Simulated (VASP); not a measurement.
Write the native input for VASP 6.6.1 that does the following.

- Task: single point
- Functional: r2SCAN
- Potentials or basis: VASP PAW PBE potentials, release 64 (Na_pv)
- Cutoff: 520 eV
- k mesh: 8 × 8 × 8
- Occupations: gaussian, width 0.05 eV
- Spin: no spin polarisation
- Dipole correction: no
- Further INCAR settings: ALGO = Normal; EDIFF = 1e-07; NBANDS = 10

Na:

```xyz
1
Lattice="-1.8883 1.8883 2.6373 1.8883 -1.8883 2.6373 1.8883 1.8883 -2.6373" Properties=species:S:1:pos:R:3 pbc="T T T"
Na    0.0000    0.0000    0.0000
```

These files were run (other wordings do the same):

POSCAR

```
Na
1.0
   -1.8882900000      1.8882900000      2.6372800000
    1.8882900000     -1.8882900000      2.6372800000
    1.8882900000      1.8882900000     -2.6372800000
Na
1
Direct
    0.0000000000      0.0000000000      0.0000000000
```

INCAR.step1

```
PREC = Accurate
ENCUT = 520
ISMEAR = 0
SIGMA = 0.05
LREAL = False
LASPH = True
NELM = 80
NBANDS = 10
GGA = PE
ALGO = Normal
EDIFF = 1E-4
LWAVE = True
LCHARG = False
```

INCAR.step2

```
PREC = Accurate
ENCUT = 520
EDIFF = 1E-7
ISMEAR = 0
SIGMA = 0.05
LREAL = False
LASPH = True
NELM = 80
ALGO = Normal
ISIF = 2
LWAVE = False
LCHARG = False
METAGGA = R2SCAN
LMIXTAU = True
NBANDS = 10
ISTART = 1
```

KPOINTS

```
regular mesh
0
Gamma
  8 8 8
```

Potentials or basis: VASP PAW PBE potentials, release 64 (Na_pv).

Launch:

```bash
$ cat potpaw_PBE.64/Na_pv/POTCAR > POTCAR
$ cp INCAR.step1 INCAR
$ mpirun -np 1 vasp_std > vasp.out
$ cp INCAR.step2 INCAR
$ mpirun -np 1 vasp_std > vasp.out
```

It gave:

| Item | Value |
| --- | --- |
| Pressure | 0.0 GPa |

Caveat: the PAW data sets were made with another functional, which shifts forces and pressure a little.

Wall time 69 s on 1 thread of Intel(R) Xeon(R) Platinum 8488C (Sapphire Rapids) (shared host), peak memory 0.16 GiB.
